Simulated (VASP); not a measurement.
# MnO in VASP: a series of runs

MnO is run at these levels: PBE, HF, PBE-based screened hybrid with 25 % exact exchange; tasks: single point, relaxation of cell and atoms.

All numbers are computed with VASP 6.6.1; they aren't measurements. Logs are shortened: lines on timing, memory, paths and dates and some standing lists are left out, and cuts for length are marked.

### 1 The cell of the first run

It takes space group Pm-3m (No. 221, cubic). Conventional cell: a = 2.708 Å, b = 2.708 Å, c = 2.708 Å, α = 90.00°, β = 90.00°, γ = 90.00°. Within 3.1 Å of Mn (site symmetry m-3m) lie 8 O at 2.34 Å and 6 Mn at 2.71 Å. Within 3.1 Å of O (site symmetry m-3m) lie 8 Mn at 2.34 Å and 6 O at 2.71 Å.

### 2 Single point, PBE, collinear spin, ferromagnetic start (9.92 Å³/atom)

The input, INCAR:

```
SYSTEM = MnO
PREC     = Accurate       ! precision mode
ENCUT    = 520            ! plane-wave cutoff, eV
EDIFF    = 1E-6           ! SCF threshold, eV
ISMEAR   = -1             ! smearing method
SIGMA    = 0.05           ! smearing width, eV
LREAL    = .False.        ! projectors in reciprocal space
LASPH    = .True.         ! aspherical terms in the spheres
NELM     = 150            ! most SCF steps
ALGO     = Normal         ! electronic algorithm
ISIF     = 2              ! what is computed and relaxed
LWAVE    = .False.        ! write WAVECAR
LCHARG   = .False.        ! write CHGCAR
ISPIN    = 2              ! spin polarisation
MAGMOM   = 5 0            ! initial moments
LORBIT   = 11             ! projections on sites
LMAXMIX  = 4              ! l up to which the mixer works
GGA      = PE             ! functional
NBANDS   = 20             ! bands
```

The input, KPOINTS:

```
Automatic mesh
0
Gamma
  10 10 10
  0 0 0
```

The input, POSCAR:

```
MnO
1.0
    2.7075557015      0.0000000000      0.0000000000
    0.0000000000      2.7075557015      0.0000000000
    0.0000000000      0.0000000000      2.7075557015
Mn O
1 1
Direct
    0.0000000000      0.0000000000      0.0000000000
    0.5000000000      0.5000000000      0.5000000000
```

Potentials or basis: VASP PAW PBE potentials, release 64 (Mn_pv, O).

Run with:

```console
> cat potpaw_PBE.64/Mn_pv/POTCAR potpaw_PBE.64/O/POTCAR > POTCAR
> mpirun -np 1 vasp_std > vasp.out
```

OUTCAR:

```text
SYSTEM = MnO
   PREC = Accurate
   ENCUT = 520
   EDIFF = 1E-6
   ISMEAR = -1
   LREAL = .False.
   LASPH = .True.
   NELM = 150
   ISIF = 2
   ISPIN = 2
   LORBIT = 11
   GGA = PE

 ion  position               nearest neighbor table
   1  0.000  0.000  0.000-   2 2.34   2 2.34   2 2.34   2 2.34   2 2.34   2 2.34   2 2.34   2 2.34

   2  0.500  0.500  0.500-   1 2.34   1 2.34   1 2.34   1 2.34   1 2.34   1 2.34   1 2.34   1 2.34

  LATTYP: Found a simple cubic cell.
 ALAT       =     2.7075557015

  Lattice vectors:

 A1 = (   2.7075557015,   0.0000000000,   0.0000000000)
 A2 = (   0.0000000000,   2.7075557015,   0.0000000000)
 A3 = (   0.0000000000,   0.0000000000,   2.7075557015)

Analysis of symmetry for initial positions (statically):
=====================================================================
 Subroutine PRICEL returns:
 Original cell was already a primitive cell.

 Routine SETGRP: Setting up the symmetry group for a
 simple cubic supercell.

 Subroutine GETGRP returns: Found 48 space group operations
 (whereof 48 operations were pure point group operations)
 out of a pool of 48 trial point group operations.

The static configuration has the point symmetry O_h .

Analysis of symmetry for dynamics (positions and initial velocities):
=====================================================================
 Subroutine PRICEL returns:
 Original cell was already a primitive cell.

 Routine SETGRP: Setting up the symmetry group for a
 simple cubic supercell.

 Subroutine GETGRP returns: Found 48 space group operations
 (whereof 48 operations were pure point group operations)
 out of a pool of 48 trial point group operations.

The dynamic configuration has the point symmetry O_h .

Analysis of structural, dynamic, and magnetic symmetry:
=====================================================================
 Subroutine PRICEL returns:
 Original cell was already a primitive cell.

 Routine SETGRP: Setting up the symmetry group for a
 simple cubic supercell.

 Subroutine GETGRP returns: Found 48 space group operations
 (whereof 48 operations were pure point group operations)
 out of a pool of 48 trial point group operations.

The overall configuration has the point symmetry O_h .

 Subroutine INISYM returns: Found 48 space group operations
 (whereof 48 operations are pure point group operations),
 and found     1 'primitive' translations

----------------------------------------------------------------------------------------

                                     Primitive cell

  volume of cell :      19.8487

  direct lattice vectors                    reciprocal lattice vectors
     2.707555702  0.000000000  0.000000000     0.369336815  0.000000000  0.000000000
     0.000000000  2.707555702  0.000000000     0.000000000  0.369336815  0.000000000
     0.000000000  0.000000000  2.707555702     0.000000000  0.000000000  0.369336815

  length of vectors
     2.707555702  2.707555702  2.707555702     0.369336815  0.369336815  0.369336815

  position of ions in fractional coordinates (direct lattice)
     0.000000000  0.000000000  0.000000000
     0.500000000  0.500000000  0.500000000

  ion indices of the primitive-cell ions
   primitive index   ion index
                 1           1
                 2           2

----------------------------------------------------------------------------------------

 KPOINTS: Automatic mesh

Automatic generation of k-mesh.
 Grid dimensions read from file:
 generate k-points for:   10   10   10

 Generating k-lattice:

  Cartesian coordinates                     Fractional coordinates (reciprocal lattice)
     0.036933682  0.000000000  0.000000000     0.100000000  0.000000000  0.000000000
     0.000000000  0.036933682  0.000000000     0.000000000  0.100000000  0.000000000
     0.000000000  0.000000000  0.036933682     0.000000000  0.000000000  0.100000000

  Length of vectors
     0.036933682  0.036933682  0.036933682

  Shift w.r.t. Gamma in fractional coordinates (k-lattice)
     0.000000000  0.000000000  0.000000000

 Subroutine IBZKPT returns following result:
 ===========================================

 Found     56 irreducible k-points:

 Following reciprocal coordinates:
            Coordinates               Weight
  0.000000  0.000000  0.000000      1.000000
  0.100000  0.000000  0.000000      6.000000
  0.200000  0.000000  0.000000      6.000000
  0.300000  0.000000  0.000000      6.000000
  0.400000  0.000000  0.000000      6.000000
  0.500000  0.000000  0.000000      3.000000
[... 16 lines left out ...]
  0.200000  0.100000  0.100000     24.000000
  0.300000  0.100000  0.100000     24.000000
 [... further k-points ...]
   k-points           NKPTS =     56   k-points in BZ     NKDIM =     56   number of bands    NBANDS=     20
   number of dos      NEDOS =    301   number of ions     NIONS =      2
   total plane-waves  NPLWV =   8000
   dimension x,y,z NGX =    20 NGY =   20 NGZ =   20
   dimension x,y,z NGXF=    40 NGYF=   40 NGZF=   40
   ions per type =               1   1
   NGX,Y,Z   is equivalent  to a cutoff of  12.28, 12.28, 12.28 a.u.
   NGXF,Y,Z  is equivalent  to a cutoff of  24.56, 24.56, 24.56 a.u.
 SYSTEM =  MnO
   PREC   = accura    normal or accurate (medium, high low for compatibility)
   ISTART =      0    job   : 0-new  1-cont  2-samecut
   ICHARG =      2    charge: 1-file 2-atom 10-const
   ISPIN  =      2    spin polarized calculation?
   LNONCOLLINEAR =      F non collinear calculations
   LSORBIT =      F    spin-orbit coupling
   LASPH  =      T    aspherical Exc in radial PAW
   ENCUT  =  520.0 eV  38.22 Ry    6.18 a.u.   5.03  5.03  5.03*2*pi/ulx,y,z
   NELM   =    150;   NELMIN=  2; NELMDL= -5     # of ELM steps
   EDIFF  = 0.1E-05   stopping-criterion for ELM
   LREAL  =      F    real-space projection
   EDIFFG = 0.1E-04   stopping-criterion for IOM
   NSW    =      0    number of steps for IOM
   IBRION =     -1    ionic relax: 0-MD 1-quasi-New 2-CG
   NFREE  =      0    steps in history (QN), initial steepest desc. (CG)
   ISIF   =      2    stress and relaxation
   ISYM   =      2    0-nonsym 1-usesym 2-fastsym
   POTIM  = 0.5000    time-step for ionic-motion
   TEBEG  =    0.0;   TEEND  =   0.0 temperature during run
   PSTRESS=    0.0 pullay stress
   NELECT =      19.0000    total number of electrons
   NUPDOWN=      -1.0000    fix difference up-down
   EMIN   =  10.00;   EMAX   =-10.00  energy-range for DOS
   EFERMI =   0.00;   METHOD = LEGACY
   ISMEAR =    -1;   SIGMA  =   0.05  broadening in eV -4-tet -1-fermi 0-gaus
   EFERMI_NEDOS =   21; number of points for ismear=-14 and -15
   IALGO  =     38    algorithm
   IMIX   =      4    mixing-type and parameters
     AMIX     =   0.40;   BMIX     =  1.00
     AMIX_MAG =   1.60;   BMIX_MAG =  1.00
  volume/ion in A,a.u.               =       9.92        66.97
  Fermi-wavevector in a.u.,A,eV,Ry     =   1.613424  3.048930 35.417848  2.603138
  Thomas-Fermi vector in A             =   2.708496
   LORBIT       =     11    0 simple, 1 ext, 2 COOP (PROOUT), +10 PAW based schemes
   GGA     = PE    functional components
   LHFCALC =     F    Hartree Fock is set to
   AEXX    =    0.0000 exact exchange contribution
   IVDW    =     0    specifies the selected vdW correction
   LEPSILON=     F    determine dielectric tensor
   LRPA    =     F    only Hartree local field effects (RPA)
 spin polarized calculation
  energy-cutoff  :      520.00
  volume of cell :       19.85
 maximum number of plane-waves:       554
   NGX = 11   NGY = 11   NGZ = 11

 number of electron      19.0000018 magnetization       4.6082857

 Free energy of the ion-electron system (eV)
  ---------------------------------------------------
  ext. energy  EPLUGINS =         0.00000000
  ---------------------------------------------------
  free energy    TOTEN  =       -15.30074026 eV

  energy without entropy =      -15.28366829  energy(sigma->0) =      -15.29220428

 E-fermi :   8.0564     XC(G=0): -12.5606

 val. band max:        8.0532849560   @ k =   0.1000   0.1000   0.1000
 cond. band min:       8.0597803049   @ k =   0.1000   0.1000   0.0000
 fundamental gap:      0.0064953489
 Fermi energy:         8.0563588645

 spin component 1

 k-point     1 :       0.0000    0.0000    0.0000
  band No.  band energies     occupation
      1     -42.0091      1.00000
      2     -42.0091      1.00000
      3     -42.0091      1.00000
      4     -11.8464      1.00000
      5       3.8302      1.00000
      6       3.8302      1.00000
[... 12 lines left out ...]
     19      36.2101      0.00000
     20      36.2101      0.00000

 k-point     2 :       0.1000    0.0000    0.0000
  band No.  band energies     occupation
      1     -42.0252      1.00000
      2     -42.0077      1.00000
      3     -42.0077      1.00000
      4     -11.7555      1.00000
      5       3.4613      1.00000
      6       3.8655      1.00000
[... 12 lines left out ...]
     19      34.5053      0.00000
     20      35.4312      0.00000
[... 465 lines left out ...]
      3     -42.0181      1.00000
      4     -11.3521      1.00000
      5       2.4066      1.00000
      6       3.5818      1.00000
[... 12 lines left out ...]
     19      32.3888      0.00000
     20      32.9966      0.00000

 k-point    24 :       0.3000    0.1000    0.1000
  band No.  band energies     occupation
      1     -42.1159      1.00000
      2     -42.0147      1.00000
      3     -42.0136      1.00000
      4     -11.0427      1.00000
      5       1.2032      1.00000
      6       3.5712      1.00000
[... 12 lines left out ...]
     19      31.7350      0.00000
     20      32.8525      0.00000

 [... further k-points ...]

 spin component 2

 k-point     1 :       0.0000    0.0000    0.0000
  band No.  band energies     occupation
      1     -37.5187      1.00000
      2     -37.5187      1.00000
      3     -37.5187      1.00000
      4     -11.4387      1.00000
      5       5.6230      1.00000
      6       5.6230      1.00000
[... 12 lines left out ...]
     19      37.2476      0.00000
     20      37.2476      0.00000

 k-point     2 :       0.1000    0.0000    0.0000
  band No.  band energies     occupation
      1     -37.5375      1.00000
      2     -37.5171      1.00000
      3     -37.5171      1.00000
      4     -11.3500      1.00000
      5       4.7557      1.00000
      6       5.5818      1.00000
[... 12 lines left out ...]
     19      35.7809      0.00000
     20      36.4576      0.00000
[... 465 lines left out ...]
      3     -37.5287      1.00000
      4     -10.9567      1.00000
      5       3.3760      1.00000
      6       4.8902      1.00000
[... 12 lines left out ...]
     19      34.0106      0.00000
     20      34.3354      0.00000

 k-point    24 :       0.3000    0.1000    0.1000
  band No.  band energies     occupation
      1     -37.6424      1.00000
      2     -37.5249      1.00000
      3     -37.5232      1.00000
      4     -10.6563      1.00000
      5       2.1088      1.00000
      6       4.8950      1.00000
[... 12 lines left out ...]
     19      33.5034      0.00000
     20      34.1724      0.00000

 [... further k-points ...]
[... 5 lines left out ...]
  --------------------------------------------------------------------------------------
  -------------------------------------------------------------------------------------
  Total        0.6928406      0.6928406      0.6928406      0.0000000      0.0000000     -0.0000000
  in kB       55.9257354     55.9257354     55.9257354      0.0000000      0.0000000     -0.0000000
  external PRESSURE =      55.9257354 kB  Pullay stress =       0.0000000 kB

 VOLUME and BASIS-vectors are now :
 -----------------------------------------------------------------------------
  energy-cutoff  :      520.00
  volume of cell :       19.85
      direct lattice vectors                 reciprocal lattice vectors
     2.707555702  0.000000000  0.000000000     0.369336815  0.000000000  0.000000000
     0.000000000  2.707555702  0.000000000     0.000000000  0.369336815  0.000000000
     0.000000000  0.000000000  2.707555702     0.000000000  0.000000000  0.369336815

 POSITION                                       TOTAL-FORCE (eV/Angst)
 -----------------------------------------------------------------------------------
      0.00000      0.00000      0.00000         0.000000      0.000000      0.000000
      1.35378      1.35378      1.35378         0.000000      0.000000      0.000000
 -----------------------------------------------------------------------------------
    total drift:                                0.000000      0.000000      0.000000

  FREE ENERGIE OF THE ION-ELECTRON SYSTEM (eV)
  ---------------------------------------------------
  free  energy   TOTEN  =       -15.3007402639 eV

  energy  without entropy=      -15.2836682938  energy(sigma->0) =      -15.29220428

 total charge

# of ion       s       p       d       tot
------------------------------------------
    1        0.209   6.181   5.003  11.392
    2        1.572   3.378   0.000   4.950
--------------------------------------------------
tot          1.781   9.558   5.003  16.342

 magnetization (x)

# of ion       s       p       d       tot
------------------------------------------
    1        0.032   0.040   4.128   4.200
    2        0.027   0.162   0.000   0.189
--------------------------------------------------
tot          0.059   0.202   4.128   4.389
```

It took 25 s on 1 thread of Intel Xeon Platinum 8375C at 2.90GHz (Ice Lake), shared host; peak memory 0.15 GiB.

Results:

```yaml
Free_energy: -15.3007 eV
Pressure: 5.6 GPa
Net_moment: 4.61 μB per cell
Site_moments: Mn +4.20; O +0.19 μB
Valence_electrons_inside_the_program's_atomic_spheres: Mn 11.39; O 4.95
```

Caveat: the cell stands under pressure; a cell with one magnetic atom can't hold antiferromagnetic order, which such compounds often take; semilocal functionals often make such compounds metallic where correlation or magnetic order opens a gap, which also shifts bond lengths. With open d or f shells a metallic result of PBE can be an artefact of self-interaction; +U or a hybrid may open a gap.

### 3 Single point, PBE, collinear spin, ferromagnetic start (10.12 Å³/atom)

This run uses another cell than the first one, of 10.12 Å³/atom.

The input, INCAR:

```
PREC = Accurate
ENCUT = 520
EDIFF = 1E-7
ISMEAR = -1
SIGMA = 0.05
LREAL = False
LASPH = True
NELM = 150
ALGO = Normal
ISIF = 2
LWAVE = False
LCHARG = False
ISPIN = 2
MAGMOM = 5 0
LORBIT = 11
LMAXMIX = 4
GGA = PE
NBANDS = 20
```

The input, KPOINTS:

```
regular mesh
0
Gamma
  10 10 10
```

The input, POSCAR:

```
MnO
1.0
    2.7248017442      0.0000000000      0.0000000000
    0.0000000000      2.7248017442      0.0000000000
    0.0000000000      0.0000000000      2.7248017442
Mn O
1 1
Direct
    0.0000000000      0.0000000000      0.0000000000
    0.5000000000      0.5000000000      0.5000000000
```

Potentials or basis: VASP PAW PBE potentials, release 64 (Mn_pv, O).

Run with:

```console
> cat potpaw_PBE.64/Mn_pv/POTCAR potpaw_PBE.64/O/POTCAR > POTCAR
> mpirun -np 1 vasp_std > vasp.out
```

It took 33 s on 1 thread of Intel Xeon Platinum 8375C at 2.90GHz (Ice Lake), shared host; peak memory 0.15 GiB.

The run converged. Its results:

```yaml
Free_energy: -15.3146 eV
Pressure: 5.1 GPa
Net_moment: 4.77 μB per cell
Site_moments: Mn +4.32; O +0.22 μB
Valence_electrons_inside_the_program's_atomic_spheres: Mn 11.36; O 4.95
```

Levels at points of the mesh, in eV from the Fermi level:
Spin up:
```
           k point  band 9  band 10  band 11  band 12  band 13  band 14  band 15  band 16
(0.00, 0.00, 0.00)   -2.74    -1.74    -1.74    -1.74    -0.21    14.46    14.46    18.29
(0.50, 0.00, 0.00)   -1.65    -1.24     0.01     0.01     4.96     7.23    14.60    16.26
(0.50, 0.50, 0.00)   -2.41    -2.41    -1.93    -1.14     5.57     9.80     9.80    15.33
(0.50, 0.50, 0.50)   -1.10     0.21     0.21     0.21     5.98     5.98     5.98    14.14
```
Spin down:
```
           k point  band 3  band 4  band 5  band 6  band 7  band 8  band 9  band 10  band 11  band 12
(0.00, 0.00, 0.00)  -45.55  -19.27   -2.29   -2.29   -2.29   -0.57   -0.57     1.49     2.63     2.63
(0.50, 0.00, 0.00)  -45.54  -18.24   -7.27   -2.71   -2.71    0.02    2.65     2.76     3.19     3.19
(0.50, 0.50, 0.00)  -45.52  -17.74   -5.34   -5.34   -1.53   -0.19    1.13     1.73     1.73     3.32
(0.50, 0.50, 0.50)  -45.69  -16.97   -5.71   -5.71   -5.71    3.37    3.37     3.52     3.52     3.52
```

Caveat: the cell stands under pressure; a cell with one magnetic atom can't hold antiferromagnetic order, which such compounds often take; semilocal functionals often make such compounds metallic where correlation or magnetic order opens a gap, which also shifts bond lengths. With open d or f shells a metallic result of PBE can be an artefact of self-interaction; +U or a hybrid may open a gap.

[end of part 1 of 2]
